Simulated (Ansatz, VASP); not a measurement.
# Au: VASP beside Ansatz

```
CELL_PARAMETERS angstrom
0.00000 2.06178 2.06178
2.06178 0.00000 2.06178
2.06178 2.06178 0.00000
ATOMIC_POSITIONS crystal
Au 0.00000 0.00000 0.00000
```

Alike in both runs: task single point; functional LDA; k mesh 11 × 11 × 11; occupations fermi-dirac, width 0.05 eV; non-collinear spin, spin-orbit coupling.

```csv
,VASP,Ansatz
version,VASP 6.6.1,Ansatz 0.2.0
potentials or method,"VASP PAW LDA potentials, release 64 (Au_sv_GW)",Ansatz PAW
plane-wave cutoff (eV),540,420
valence electrons in the cell,19,19
```

```csv
,VASP,Ansatz,Ansatz less VASP
pressure (GPa),-9.2,-10.6,-1.47
```

LDA's correlation is that of Perdew and Zunger in VASP and of Perdew and Wang (1992) in Ansatz.
